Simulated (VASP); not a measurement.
Write the native input for VASP 6.6.1 that does the following.

* Task: single point
* Functional: PBE
* Potentials or basis: VASP PAW PBE potentials, release 64 (W_sv, S)
* Cutoff: 520 eV
* k mesh: 1 × 1 × 1
* Occupations: gaussian, width 0.01 eV
* Spin: collinear spin
* Dipole correction: no
* Further INCAR settings: LREAL = Auto; ALGO = Normal; EDIFF = 1e-07; NBANDS = 234

The structure of W15S32 (a cell with a defect) lies in POSCAR:

```
W15S32
1.0
   -6.3754948460      3.6808936656      7.4744429926
    0.0000000000     -7.3617873312      7.4744429926
    6.3754948460      3.6808936656      7.4744429926
W S
15 32
Direct
    0.4989101433      0.4974099769      0.0057990302
    0.7506437791      0.2506437791      0.0005072683
   -0.0025900231      0.7557990302      0.2489101433
   -0.0025900231     -0.0010898567      0.0057990302
    0.2557990302      0.4974099769      0.2489101433
    0.5012820148      0.2493837732      0.2512820148
    0.7506437791      0.7505072683      0.5006437791
    0.7493837732      0.0012820148      0.2512820148
    0.0011558871      0.5011558871      0.4996759984
    0.2505072683      0.2506437791      0.5006437791
    0.4989101433      0.7557990302      0.7474099769
    0.5012820148      0.0012820148      0.4993837732
    0.7496759984      0.5011558871      0.7511558871
    0.0011558871      0.2496759984      0.7511558871
    0.2557990302     -0.0010898567      0.7474099769
    0.6544247716      0.1544247716      0.4044247716
    0.9016504236      0.9052691492      0.4054551942
    0.1549697471      0.6549697471      0.3991981937
    0.4052691492      0.1554551942      0.6516504236
    0.4052691492      0.4016504236      0.4054551942
    0.6554551942      0.9052691492      0.6516504236
    0.9038716102      0.6539374269      0.6538716102
    0.1549697471      0.1491981937      0.9049697471
    0.1539374269      0.4038716102      0.6538716102
    0.4086328978      0.9086328978      0.8966363942
    0.6491981937      0.6549697471      0.9049697471
    0.9016504236      0.1554551942      0.1552691492
    0.9038716102      0.4038716102      0.9039374269
    0.1466363942      0.9086328978      0.1586328978
    0.4086328978      0.6466363942      0.1586328978
    0.6554551942      0.4016504236      0.1552691492
    0.5135887375      0.0135887375      0.2635887375
    0.7614493935      0.7649700230      0.2650399276
    0.0169942914      0.5169942914      0.2610912185
    0.2649700230      0.0150399276      0.5114493935
    0.2649700230      0.2614493935      0.2650399276
    0.5150399276      0.7649700230      0.5114493935
    0.7641313163      0.5141020849      0.5141313163
    0.0169942914      0.0110912185      0.7669942914
    0.0141020849      0.2641313163      0.5141313163
    0.2670778508      0.7670778508      0.7565513733
    0.5110912185      0.5169942914      0.7669942914
    0.7614493935      0.0150399276      0.0149700230
    0.7641313163      0.2641313163      0.7641020849
    0.0065513733      0.7670778508      0.0170778508
    0.2670778508      0.5065513733      0.0170778508
    0.5150399276      0.2614493935      0.0149700230
```

This cell differs from its parent crystal: atoms taken out, then relaxed in part.

One way to write it, as run:

INCAR

```
SYSTEM = W15S32
PREC     = Accurate       ! precision mode
ENCUT    = 520            ! plane-wave cutoff, eV
EDIFF    = 1E-7           ! SCF threshold, eV
ISMEAR   = 0              ! smearing method
SIGMA    = 0.01           ! smearing width, eV
LREAL    = Auto         
LASPH    = .True.         ! aspherical terms in the spheres
NELM     = 150            ! most SCF steps
ALGO     = Normal         ! electronic algorithm
ISIF     = 2              ! what is computed and relaxed
LWAVE    = .False.        ! write WAVECAR
LCHARG   = .False.        ! write CHGCAR
ISPIN    = 2              ! spin polarisation
MAGMOM   = 0 0 0 0 0 0 0 0 0 0 0 0 0 0 0 0 0 0 0 0 0 0 0 0 0.333 0 0 0 0.333 0.333 0 0 0 0 0 0 0 0 0 0 0.333 0 0 0 0.333 0.333 0 ! initial moments
LORBIT   = 11             ! projections on sites
LMAXMIX  = 4              ! l up to which the mixer works
GGA      = PE             ! functional
NBANDS   = 234            ! bands
```

KPOINTS

```
Automatic mesh
0
Gamma
  1 1 1
  0 0 0
```

Potentials or basis: VASP PAW PBE potentials, release 64 (W_sv, S).

Launch:

```console
$ cat potpaw_PBE.64/W_sv/POTCAR potpaw_PBE.64/S/POTCAR > POTCAR
$ mpirun -np 1 vasp_gam > vasp.out
```

It gave:

- Pressure: 0.3 GPa
- Largest force: 0.018 eV/Å
- Net moment: 0.00 μB per cell
- Valence electrons inside the program's atomic spheres: W 11.97, 12.02, 12.01, 11.98 (each value once); S 3.72, 3.71, 3.70 (each value once)

Caveat: the k points lie up to 0.63 Å⁻¹ apart; the cell differs from its parent crystal (atoms taken out, then relaxed in part).

It took 17 min on 1 thread of Oxide Virtual Turin-like Processor, with other jobs on the host, peak memory 1.3 GiB.
